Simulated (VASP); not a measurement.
# KMgF3 (Pm-3m) in VASP: single point with r2SCAN+D4

Aim: the single point of KMgF3 with r2SCAN+D4.

Program: VASP 6.6.1. These are calculated values, not measurements. Logs are shortened: lines on timing, memory, paths and dates and some standing lists are left out, and cuts for length are marked.

### Step 1. The cell of the first run

The structure is cubic, space group Pm-3m (No. 221). The conventional cell has a = 3.986 Å, b = 3.986 Å, c = 3.986 Å, α = 90.00°, β = 90.00°, γ = 90.00°. Within 3.7 Å of K (site symmetry m-3m) lie 12 F at 2.82 Å and 8 Mg at 3.45 Å. Within 2.6 Å of Mg (site symmetry m-3m) lie 6 F at 1.99 Å. F (site symmetry 4/mmm) has 2 Mg at 1.99 Å within 2.6 Å.

### Step 2. Single point, r2SCAN+D4

Contents of POSCAR:

```
KMgF3
1.0
    3.9859000000      0.0000000000      0.0000000000
    0.0000000000      3.9859000000      0.0000000000
    0.0000000000      0.0000000000      3.9859000000
K Mg F
1 1 3
Direct
    0.5000000000      0.5000000000      0.5000000000
    0.0000000000      0.0000000000      0.0000000000
    0.5000000000      0.0000000000      0.0000000000
    0.0000000000      0.5000000000      0.0000000000
    0.0000000000      0.0000000000      0.5000000000
```

Contents of INCAR.step1:

```
SYSTEM = KMgF3
  PREC = Accurate
  ENCUT = 520
  ISMEAR = 0
  SIGMA = 0.01
  LREAL = .False.
  LASPH = .True.
  NELM = 60
  NBANDS = 24
  GGA = PE
  ALGO = Normal
  EDIFF = 1E-4
  LWAVE = .True.
  LCHARG = .False.
```

Contents of INCAR.step2:

```
SYSTEM = KMgF3
  PREC = Accurate
  ENCUT = 520
  EDIFF = 1E-7
  ISMEAR = 0
  SIGMA = 0.01
  LREAL = .False.
  LASPH = .True.
  NELM = 60
  ALGO = Normal
  ISIF = 2
  LWAVE = .False.
  LCHARG = .False.
  METAGGA = R2SCAN
  LMIXTAU = .True.
  IVDW = 13
  VDW_S6 = 1.0
  VDW_S8 = 0.6018749
  VDW_A1 = 0.51559235
  VDW_A2 = 5.77342911
  NBANDS = 24
  ISTART = 1
```

Contents of KPOINTS:

```
regular mesh
0
Gamma
  4 4 4
  0 0 0
```

Potentials or basis: VASP PAW PBE potentials, release 64 (K_sv, Mg, F).

Run with:

```console
$ cat potpaw_PBE.64/K_sv/POTCAR potpaw_PBE.64/Mg/POTCAR potpaw_PBE.64/F/POTCAR > POTCAR
$ cp INCAR.step1 INCAR
$ mpirun -np 1 vasp_std > vasp.out
$ cp INCAR.step2 INCAR
$ mpirun -np 1 vasp_std > vasp.out
```

OUTCAR:

```text
SYSTEM = KMgF3
   PREC = Accurate
   ENCUT = 520
   EDIFF = 1E-7
   ISMEAR = 0
   LREAL = .False.
   LASPH = .True.
   NELM = 60
   ISIF = 2
   METAGGA = R2SCAN
   IVDW = 13
   ISTART = 1

 ion  position               nearest neighbor table
   1  0.500  0.500  0.500-   3 2.82   4 2.82   5 2.82   3 2.82   4 2.82   3 2.82   5 2.82   3 2.82
                             4 2.82   5 2.82   4 2.82   5 2.82   2 3.45   2 3.45   2 3.45   2 3.45
   2  0.000  0.000  0.000-   3 1.99   4 1.99   5 1.99   5 1.99   4 1.99   3 1.99   1 3.45   1 3.45
                             1 3.45   1 3.45   1 3.45   1 3.45   1 3.45   1 3.45
   3  0.500  0.000  0.000-   2 1.99   2 1.99   1 2.82   1 2.82   1 2.82   1 2.82
   4  0.000  0.500  0.000-   2 1.99   2 1.99   1 2.82   1 2.82   1 2.82   1 2.82
   5  0.000  0.000  0.500-   2 1.99   2 1.99   1 2.82   1 2.82   1 2.82   1 2.82

  LATTYP: Found a simple cubic cell.
 ALAT       =     3.9859000000

  Lattice vectors:

 A1 = (   3.9859000000,   0.0000000000,   0.0000000000)
 A2 = (   0.0000000000,   3.9859000000,   0.0000000000)
 A3 = (   0.0000000000,   0.0000000000,   3.9859000000)

Analysis of symmetry for initial positions (statically):
=====================================================================
 Subroutine PRICEL returns:
 Original cell was already a primitive cell.

 Routine SETGRP: Setting up the symmetry group for a
 simple cubic supercell.

 Subroutine GETGRP returns: Found 48 space group operations
[... 9 lines left out ...]

 Routine SETGRP: Setting up the symmetry group for a
 simple cubic supercell.

 Subroutine GETGRP returns: Found 48 space group operations
[... 11 lines left out ...]
                                     Primitive cell

  volume of cell :      63.3256

  direct lattice vectors                    reciprocal lattice vectors
     3.985900000  0.000000000  0.000000000     0.250884367  0.000000000  0.000000000
     0.000000000  3.985900000  0.000000000     0.000000000  0.250884367  0.000000000
     0.000000000  0.000000000  3.985900000     0.000000000  0.000000000  0.250884367

  length of vectors
     3.985900000  3.985900000  3.985900000     0.250884367  0.250884367  0.250884367

  position of ions in fractional coordinates (direct lattice)
     0.500000000  0.500000000  0.500000000
     0.000000000  0.000000000  0.000000000
     0.500000000  0.000000000  0.000000000
     0.000000000  0.500000000  0.000000000
     0.000000000  0.000000000  0.500000000

  ion indices of the primitive-cell ions
   primitive index   ion index
                 1           1
                 2           2
                 3           3
[... 59 lines left out ...]
   EDIFF  = 0.1E-06   stopping-criterion for ELM
   LREAL  =      F    real-space projection
   EDIFFG = 0.1E-05   stopping-criterion for IOM
   NSW    =      0    number of steps for IOM
   IBRION =     -1    ionic relax: 0-MD 1-quasi-New 2-CG
   NFREE  =      0    steps in history (QN), initial steepest desc. (CG)
   ISIF   =      2    stress and relaxation
   ISYM   =      2    0-nonsym 1-usesym 2-fastsym
   POTIM  = 0.5000    time-step for ionic-motion
   TEBEG  =    0.0;   TEEND  =   0.0 temperature during run
   PSTRESS=    0.0 pullay stress
   NELECT =      32.0000    total number of electrons
   NUPDOWN=      -1.0000    fix difference up-down
   EMIN   =  10.00;   EMAX   =-10.00  energy-range for DOS
   EFERMI =   0.00;   METHOD = LEGACY
   ISMEAR =     0;   SIGMA  =   0.01  broadening in eV -4-tet -1-fermi 0-gaus
   EFERMI_NEDOS =   21; number of points for ismear=-14 and -15
   IALGO  =     38    algorithm
   IMIX   =      4    mixing-type and parameters
     AMIX     =   0.40;   BMIX     =  1.00
     AMIX_MAG =   1.60;   BMIX_MAG =  1.00
  volume/ion in A,a.u.               =      12.67        85.47
  Fermi-wavevector in a.u.,A,eV,Ry     =   1.303962  2.464132 23.134232  1.700318
  Thomas-Fermi vector in A             =   2.434930
   LORBIT       =      0    0 simple, 1 ext, 2 COOP (PROOUT), +10 PAW based schemes
   METAGGA = R2SCAN    functional components
   LHFCALC =     F    Hartree Fock is set to
   AEXX    =    0.0000 exact exchange contribution
   IVDW    =    13    specifies the selected vdW correction
   LEPSILON=     F    determine dielectric tensor
   LRPA    =     F    only Hartree local field effects (RPA)
 non-spin polarized calculation
 Gauss-broadening in eV      SIGMA  =   0.01
  energy-cutoff  :      520.00
  volume of cell :       63.33
 maximum number of plane-waves:      1743
 NGX is ok and might be reduce to    30
   NGX = 15   NGY = 15   NGZ = 15

 number of electron      31.9999958 magnetization

 Free energy of the ion-electron system (eV)
  ---------------------------------------------------
  ext. energy  EPLUGINS =         0.00000000
  ---------------------------------------------------
  free energy    TOTEN  =       -37.41499994 eV

  energy without entropy =      -37.41499994  energy(sigma->0) =      -37.41499994

 E-fermi :  -2.1041     XC(G=0): -10.2043

 val. band max:       -2.2166885775   @ k =   0.5000   0.5000   0.5000
 cond. band min:       6.0312995510   @ k =   0.0000   0.0000   0.0000
 fundamental gap:      8.2479881285
 Fermi energy:        -2.1040646671

 k-point     1 :       0.0000    0.0000    0.0000
  band No.  band energies     occupation
      1     -28.8160      2.00000
      2     -23.4571      2.00000
      3     -22.8268      2.00000
      4     -22.8268      2.00000
      5     -11.5427      2.00000
      6     -11.5427      2.00000
[... 259 lines left out ...]
     23      14.0037      0.00000
     24      14.0037      0.00000

------------------------ aborting loop because EDIFF is reached ----------------------------------------

  DFT-D4 for vdW energy calculation

  Edisp (eV):   -0.17484

  FORCE on cell =-STRESS in cart. coord.  units (eV):
  Direction    XX          YY          ZZ          XY          YZ          ZX
  --------------------------------------------------------------------------------------
  -------------------------------------------------------------------------------------
  Total      -0.53686    -0.53686    -0.53686     0.00000     0.00000    -0.00000
  in kB     -13.58301   -13.58301   -13.58301     0.00000     0.00000    -0.00000
  external pressure =      -13.58 kB  Pullay stress =        0.00 kB

 VOLUME and BASIS-vectors are now :
 -----------------------------------------------------------------------------
  energy-cutoff  :      520.00
  volume of cell :       63.33
      direct lattice vectors                 reciprocal lattice vectors
     3.985900000  0.000000000  0.000000000     0.250884367  0.000000000  0.000000000
     0.000000000  3.985900000  0.000000000     0.000000000  0.250884367  0.000000000
     0.000000000  0.000000000  3.985900000     0.000000000  0.000000000  0.250884367

 POSITION                                       TOTAL-FORCE (eV/Angst)
 -----------------------------------------------------------------------------------
      1.99295      1.99295      1.99295         0.000000      0.000000      0.000000
      0.00000      0.00000      0.00000         0.000000      0.000000      0.000000
      1.99295      0.00000      0.00000         0.000000      0.000000      0.000000
      0.00000      1.99295      0.00000         0.000000      0.000000      0.000000
      0.00000      0.00000      1.99295         0.000000      0.000000      0.000000
 -----------------------------------------------------------------------------------
    total drift:                                0.000000     -0.000000      0.000000

  FREE ENERGIE OF THE ION-ELECTRON SYSTEM (eV)
  ---------------------------------------------------
  free  energy   TOTEN  =       -37.5898376804 eV

  energy  without entropy=      -37.5898376804  energy(sigma->0) =      -37.58983768
```

OUTCAR.step1:

```text
SYSTEM = KMgF3
   PREC = Accurate
   ENCUT = 520
   ISMEAR = 0
   LREAL = .False.
   LASPH = .True.
[... 488 lines left out ...]
      1.99295      0.00000      0.00000         0.000000      0.000000      0.000000
      0.00000      1.99295      0.00000         0.000000      0.000000      0.000000
      0.00000      0.00000      1.99295         0.000000      0.000000      0.000000
 -----------------------------------------------------------------------------------
    total drift:                                0.000000     -0.000000      0.000000

  FREE ENERGIE OF THE ION-ELECTRON SYSTEM (eV)
  ---------------------------------------------------
  free  energy   TOTEN  =       -24.4145400996 eV

  energy  without entropy=      -24.4145400996  energy(sigma->0) =      -24.41454010
```

Wall time 56 s (1 thread of Intel Xeon 6975P-C, shared host); peak memory 0.18 GiB.

Results:

```yaml
Free_energy: -37.5898 eV
Pressure: -1.4 GPa
Band_gap_on_the_k_mesh: 8.25 eV, indirect (least direct gap 8.57 eV)
Dispersion_energy_per_atom: -0.035 eV
```

Caveat: the PAW data sets were made with another functional, which shifts forces and pressure a little. A k mesh can miss the band edges.
